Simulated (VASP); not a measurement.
# SnPb2O3 (P4/nmm) in VASP: single point with PBE

Aim: the single point of SnPb2O3 with PBE.

Everything below comes from runs of VASP 6.6.1. Logs are shortened: lines on timing, memory, paths and dates and some standing lists are left out, and cuts for length are marked.

**1. The cell of the first run**

The structure is tetragonal, space group P4/nmm (No. 129). The conventional cell has a = 3.985 Å, b = 3.985 Å, c = 16.391 Å, α = 90.00°, β = 90.00°, γ = 90.00°. Sn (site symmetry 4mm) has 4 O at 2.28 Å within 3.0 Å. Pb (site symmetry 4mm) has 4 O at 2.34 Å within 3.1 Å. Pb (site symmetry 4mm) has 4 O at 2.33 Å within 3.1 Å. Within 3.0 Å of O (site symmetry 2mm) lie 2 Sn at 2.28 Å and 2 Pb at 2.34 Å and 4 O at 2.82 Å. O (site symmetry -4m2) has 4 Pb at 2.33 Å and 4 O at 2.82 Å within 3.1 Å.

**2. Single point, PBE**

INCAR

```
PREC     = Accurate       # precision mode
ENCUT    = 520            # plane-wave cutoff, eV
EDIFF    = 1E-7           # SCF threshold, eV
ISMEAR   = 0              # smearing method
SIGMA    = 0.02           # smearing width, eV
LREAL    = False          # projectors in reciprocal space
LASPH    = True           # aspherical terms in the spheres
NELM     = 80             # most SCF steps
ALGO     = Normal         # electronic algorithm
ISIF     = 2              # what is computed and relaxed
LWAVE    = False          # write WAVECAR
LCHARG   = False          # write CHGCAR
GGA      = PE             # functional
NBANDS   = 72             # bands
KPAR     = 4
```

KPOINTS

```
regular mesh
0
Gamma
  8 8 2
```

POSCAR

```
SnPb2O3
1.0
    3.9853942000      0.0000000000      0.0000000000
    0.0000000000      3.9853942000      0.0000000000
    0.0000000000      0.0000000000     16.3907388000
Sn Pb O
2 4 6
Direct
    0.5000000000      0.0000000000      0.9163630000
    0.0000000000      0.5000000000      0.0836370000
    0.5000000000      0.0000000000      0.2262790000
    0.5000000000      0.0000000000      0.5742540000
    0.0000000000      0.5000000000      0.4257460000
    0.0000000000      0.5000000000      0.7737210000
    0.5000000000      0.5000000000      0.8483130000
    0.5000000000      0.5000000000      0.1516870000
    0.5000000000      0.5000000000      0.5000000000
    0.0000000000      0.0000000000      0.8483130000
    0.0000000000      0.0000000000      0.1516870000
    0.0000000000      0.0000000000      0.5000000000
```

Potentials or basis: VASP PAW PBE potentials, release 64 (Sn_d, Pb_d, O).

Run with:

```
cat potpaw_PBE.64/Sn_d/POTCAR potpaw_PBE.64/Pb_d/POTCAR potpaw_PBE.64/O/POTCAR > POTCAR
mpirun -np 4 vasp_std > vasp.out
```

OUTCAR:

```text
PREC = Accurate
   ENCUT = 520
   EDIFF = 1E-7
   ISMEAR = 0
   LREAL = False
   LASPH = True
   NELM = 80
   ISIF = 2
   GGA = PE

 ion  position               nearest neighbor table
   1  0.500  0.000  0.916-   7 2.28  10 2.28   7 2.28  10 2.28   6 3.66   6 3.66   6 3.66   6 3.66

   2  0.000  0.500  0.084-   8 2.28  11 2.28  11 2.28   8 2.28   3 3.66   3 3.66   3 3.66   3 3.66

   3  0.500  0.000  0.226-   8 2.34  11 2.34   8 2.34  11 2.34   2 3.66   2 3.66   2 3.66   2 3.66

   4  0.500  0.000  0.574-   9 2.33  12 2.33   9 2.33  12 2.33   5 3.72   5 3.72   5 3.72   5 3.72

   5  0.000  0.500  0.426-   9 2.33  12 2.33  12 2.33   9 2.33   4 3.72   4 3.72   4 3.72   4 3.72

   6  0.000  0.500  0.774-   7 2.34  10 2.34  10 2.34   7 2.34   1 3.66   1 3.66   1 3.66   1 3.66

   7  0.500  0.500  0.848-   1 2.28   1 2.28   6 2.34   6 2.34
   8  0.500  0.500  0.152-   2 2.28   2 2.28   3 2.34   3 2.34
   9  0.500  0.500  0.500-   4 2.33   5 2.33   4 2.33   5 2.33
  10  0.000  0.000  0.848-   1 2.28   1 2.28   6 2.34   6 2.34
  11  0.000  0.000  0.152-   2 2.28   2 2.28   3 2.34   3 2.34
  12  0.000  0.000  0.500-   4 2.33   5 2.33   5 2.33   4 2.33

  LATTYP: Found a simple tetragonal cell.
 ALAT       =     3.9853942000
 C/A-ratio  =     4.1127020258

  Lattice vectors:

 A1 = (   3.9853942000,   0.0000000000,   0.0000000000)
 A2 = (   0.0000000000,   3.9853942000,   0.0000000000)
 A3 = (   0.0000000000,   0.0000000000,  16.3907388000)

Analysis of symmetry for initial positions (statically):
=====================================================================
 Subroutine PRICEL returns:
 Original cell was already a primitive cell.

 Routine SETGRP: Setting up the symmetry group for a
 simple tetragonal supercell.

 Subroutine GETGRP returns: Found 16 space group operations
 (whereof  8 operations were pure point group operations)
 out of a pool of 16 trial point group operations.

The static configuration has the point symmetry D_2d.
 The point group associated with its full space group is D_4h.

Analysis of symmetry for dynamics (positions and initial velocities):
=====================================================================
 Subroutine PRICEL returns:
 Original cell was already a primitive cell.

 Routine SETGRP: Setting up the symmetry group for a
 simple tetragonal supercell.

 Subroutine GETGRP returns: Found 16 space group operations
 (whereof  8 operations were pure point group operations)
 out of a pool of 16 trial point group operations.

The dynamic configuration has the point symmetry D_2d.
 The point group associated with its full space group is D_4h.

 Subroutine INISYM returns: Found 16 space group operations
 (whereof  8 operations are pure point group operations),
 and found     1 'primitive' translations

----------------------------------------------------------------------------------------

                                     Primitive cell

  volume of cell :     260.3401

  direct lattice vectors                    reciprocal lattice vectors
     3.985394200  0.000000000  0.000000000     0.250916208  0.000000000  0.000000000
     0.000000000  3.985394200  0.000000000     0.000000000  0.250916208  0.000000000
     0.000000000  0.000000000 16.390738800     0.000000000  0.000000000  0.061010063

  length of vectors
     3.985394200  3.985394200 16.390738800     0.250916208  0.250916208  0.061010063

  position of ions in fractional coordinates (direct lattice)
     0.500000000  0.000000000  0.916363000
     0.000000000  0.500000000  0.083637000
     0.500000000  0.000000000  0.226279000
     0.500000000  0.000000000  0.574254000
     0.000000000  0.500000000  0.425746000
     0.000000000  0.500000000  0.773721000
     0.500000000  0.500000000  0.848313000
     0.500000000  0.500000000  0.151687000
     0.500000000  0.500000000  0.500000000
     0.000000000  0.000000000  0.848313000
     0.000000000  0.000000000  0.151687000
     0.000000000  0.000000000  0.500000000

  ion indices of the primitive-cell ions
   primitive index   ion index
                 1           1
                 2           2
                 3           3
                 4           4
                 5           5
                 6           6
                 7           7
                 8           8
                 9           9
                10          10
                11          11
                12          12

----------------------------------------------------------------------------------------

 KPOINTS: regular mesh

Automatic generation of k-mesh.
 Grid dimensions read from file:
 generate k-points for:    8    8    2

 Generating k-lattice:

  Cartesian coordinates                     Fractional coordinates (reciprocal lattice)
     0.031364526  0.000000000  0.000000000     0.125000000  0.000000000  0.000000000
     0.000000000  0.031364526  0.000000000     0.000000000  0.125000000  0.000000000
     0.000000000  0.000000000  0.030505031     0.000000000  0.000000000  0.500000000

  Length of vectors
     0.031364526  0.031364526  0.030505031

  Shift w.r.t. Gamma in fractional coordinates (k-lattice)
     0.000000000  0.000000000  0.000000000

 Subroutine IBZKPT returns following result:
 ===========================================

 Found     30 irreducible k-points:

 Following reciprocal coordinates:
            Coordinates               Weight
  0.000000  0.000000  0.000000      1.000000
  0.125000  0.000000  0.000000      4.000000
  0.250000  0.000000  0.000000      4.000000
  0.375000  0.000000  0.000000      4.000000
  0.500000  0.000000  0.000000      2.000000
  0.125000  0.125000  0.000000      4.000000
[... 16 lines left out ...]
  0.375000  0.125000  0.500000      8.000000
  0.500000  0.125000  0.500000      4.000000
 [... further k-points ...]
   k-points           NKPTS =     30   k-points in BZ     NKDIM =     30   number of bands    NBANDS=     72
   number of dos      NEDOS =    301   number of ions     NIONS =     12
   total plane-waves  NPLWV = 113400
   dimension x,y,z NGX =    30 NGY =   30 NGZ =  126
   dimension x,y,z NGXF=    60 NGYF=   60 NGZF=  252
   ions per type =               2   4   6
   NGX,Y,Z   is equivalent  to a cutoff of  12.51, 12.51, 12.78 a.u.
   NGXF,Y,Z  is equivalent  to a cutoff of  25.03, 25.03, 25.56 a.u.
 SYSTEM =  unknown system
   PREC   = accura    normal or accurate (medium, high low for compatibility)
   ISTART =      0    job   : 0-new  1-cont  2-samecut
   ICHARG =      2    charge: 1-file 2-atom 10-const
   ISPIN  =      1    spin polarized calculation?
   LNONCOLLINEAR =      F non collinear calculations
   LSORBIT =      F    spin-orbit coupling
   LASPH  =      T    aspherical Exc in radial PAW
   ENCUT  =  520.0 eV  38.22 Ry    6.18 a.u.   7.41  7.41 30.48*2*pi/ulx,y,z
   NELM   =     80;   NELMIN=  2; NELMDL= -5     # of ELM steps
   EDIFF  = 0.1E-06   stopping-criterion for ELM
   LREAL  =      F    real-space projection
   EDIFFG = 0.1E-05   stopping-criterion for IOM
   NSW    =      0    number of steps for IOM
   IBRION =     -1    ionic relax: 0-MD 1-quasi-New 2-CG
   NFREE  =      0    steps in history (QN), initial steepest desc. (CG)
   ISIF   =      2    stress and relaxation
   ISYM   =      2    0-nonsym 1-usesym 2-fastsym
   POTIM  = 0.5000    time-step for ionic-motion
   TEBEG  =    0.0;   TEEND  =   0.0 temperature during run
   PSTRESS=    0.0 pullay stress
   NELECT =     120.0000    total number of electrons
   NUPDOWN=      -1.0000    fix difference up-down
   EMIN   =  10.00;   EMAX   =-10.00  energy-range for DOS
   EFERMI =   0.00;   METHOD = LEGACY
   ISMEAR =     0;   SIGMA  =   0.02  broadening in eV -4-tet -1-fermi 0-gaus
   EFERMI_NEDOS =   21; number of points for ismear=-14 and -15
   IALGO  =     38    algorithm
   IMIX   =      4    mixing-type and parameters
     AMIX     =   0.40;   BMIX     =  1.00
     AMIX_MAG =   1.60;   BMIX_MAG =  1.00
  volume/ion in A,a.u.               =      21.70       146.41
  Fermi-wavevector in a.u.,A,eV,Ry     =   1.264605  2.389757 21.758787  1.599226
  Thomas-Fermi vector in A             =   2.397901
   LORBIT       =      0    0 simple, 1 ext, 2 COOP (PROOUT), +10 PAW based schemes
   GGA     = PE    functional components
   LHFCALC =     F    Hartree Fock is set to
   AEXX    =    0.0000 exact exchange contribution
   IVDW    =     0    specifies the selected vdW correction
   LEPSILON=     F    determine dielectric tensor
   LRPA    =     F    only Hartree local field effects (RPA)
 non-spin polarized calculation
 Gauss-broadening in eV      SIGMA  =   0.02
  energy-cutoff  :      520.00
  volume of cell :      260.34
 maximum number of plane-waves:      7069
 NGX is ok and might be reduce to    30
   NGX = 15   NGY = 15   NGZ = 61

 number of electron     119.9999995 magnetization

 Free energy of the ion-electron system (eV)
  ---------------------------------------------------
  ext. energy  EPLUGINS =         0.00000000
  ---------------------------------------------------
  free energy    TOTEN  =       -65.65785969 eV

  energy without entropy =      -65.65785969  energy(sigma->0) =      -65.65785969

 E-fermi :   4.7901     XC(G=0):  -9.2295

 val. band max:        4.6528157814   @ k =   0.1250   0.1250   0.0000
 cond. band min:       5.8666010640   @ k =   0.5000   0.5000   0.0000
 fundamental gap:      1.2137852827
 Fermi energy:         4.7901363478

 k-point     1 :       0.0000    0.0000    0.0000
  band No.  band energies     occupation
      1     -16.2023      2.00000
      2     -16.1941      2.00000
      3     -16.0065      2.00000
      4     -16.0065      2.00000
      5     -16.0000      2.00000
      6     -15.9893      2.00000
[... 64 lines left out ...]
     71      10.1403      0.00000
     72      10.1409      0.00000

 k-point     2 :       0.1250    0.0000    0.0000
  band No.  band energies     occupation
      1     -16.1945      2.00000
      2     -16.1876      2.00000
      3     -16.0252      2.00000
      4     -16.0107      2.00000
      5     -16.0058      2.00000
      6     -15.9921      2.00000
[... 64 lines left out ...]
     71       9.6766      0.00000
     72       9.8874      0.00000

 k-point     3 :       0.2500    0.0000    0.0000
  band No.  band energies     occupation
      1     -16.1746      2.00000
      2     -16.1711      2.00000
      3     -16.0592      2.00000
      4     -16.0464      2.00000
      5     -16.0041      2.00000
      6     -15.9969      2.00000
[... 1564 lines left out ...]
     71      10.1193      0.00000
     72      10.1791      0.00000

 k-point    24 :       0.5000    0.1250    0.5000
  band No.  band energies     occupation
      1     -16.1267      2.00000
      2     -16.1267      2.00000
      3     -16.1151      2.00000
      4     -16.1151      2.00000
      5     -16.0036      2.00000
      6     -16.0036      2.00000
[... 64 lines left out ...]
     71      10.0293      0.00000
     72      10.0293      0.00000

 [... further k-points ...]

------------------------ aborting loop because EDIFF is reached ----------------------------------------

  FORCE on cell =-STRESS in cart. coord.  units (eV):
  Direction    XX          YY          ZZ          XY          YZ          ZX
  --------------------------------------------------------------------------------------
  -------------------------------------------------------------------------------------
  Total        0.1600960      0.1600960      0.1839813      0.0000000      0.0000000      0.0000000
  in kB        0.9852579      0.9852579      1.1322524      0.0000000      0.0000000      0.0000000
  external PRESSURE =       1.0342560 kB  Pullay stress =       0.0000000 kB

 VOLUME and BASIS-vectors are now :
 -----------------------------------------------------------------------------
  energy-cutoff  :      520.00
  volume of cell :      260.34
      direct lattice vectors                 reciprocal lattice vectors
     3.985394200  0.000000000  0.000000000     0.250916208  0.000000000  0.000000000
     0.000000000  3.985394200  0.000000000     0.000000000  0.250916208  0.000000000
     0.000000000  0.000000000 16.390738800     0.000000000  0.000000000  0.061010063

 POSITION                                       TOTAL-FORCE (eV/Angst)
 -----------------------------------------------------------------------------------
      1.99270      0.00000     15.01987        -0.000000      0.000000      0.057443
      0.00000      1.99270      1.37087         0.000000      0.000000     -0.057443
      1.99270      0.00000      3.70888         0.000000      0.000000      0.040761
      1.99270      0.00000      9.41245        -0.000000      0.000000      0.040705
      0.00000      1.99270      6.97829        -0.000000     -0.000000     -0.040705
      0.00000      1.99270     12.68186        -0.000000     -0.000000     -0.040761
      1.99270      1.99270     13.90448        -0.000000      0.000000     -0.010611
      1.99270      1.99270      2.48626         0.000000     -0.000000      0.010611
      1.99270      1.99270      8.19537        -0.000000      0.000000      0.000000
      0.00000      0.00000     13.90448        -0.000000      0.000000     -0.010611
      0.00000      0.00000      2.48626        -0.000000      0.000000      0.010611
      0.00000      0.00000      8.19537        -0.000000     -0.000000      0.000000
 -----------------------------------------------------------------------------------
    total drift:                                0.000000     -0.000000      0.000000

  FREE ENERGIE OF THE ION-ELECTRON SYSTEM (eV)
  ---------------------------------------------------
  free  energy   TOTEN  =       -65.6578596932 eV

  energy  without entropy=      -65.6578596932  energy(sigma->0) =      -65.65785969
```

Wall time 4.7 min (4 MPI ranks of Intel Xeon Platinum 8259CL at 2.50GHz (Skylake/Cascade Lake), shared host); peak memory 0.63 GiB.

What came out:

- Free energy: -65.6579 eV
- Pressure: 0.1 GPa
- Largest force: 0.057 eV/Å
- Band gap on the k mesh: 1.21 eV (least direct gap 1.51 eV)

Forces in eV/Å, atoms in the order of the input:
```
Sn   0.000  0.000  0.057
Sn   0.000  0.000 -0.057
Pb   0.000  0.000  0.041
Pb   0.000  0.000  0.041
Pb   0.000  0.000 -0.041
Pb   0.000  0.000 -0.041
O    0.000  0.000 -0.011
O    0.000  0.000  0.011
O    0.000  0.000  0.000
O    0.000  0.000 -0.011
O    0.000  0.000  0.011
O    0.000  0.000  0.000
```

Caveat: spin-orbit coupling is left out, which moves the levels of the heavy elements.
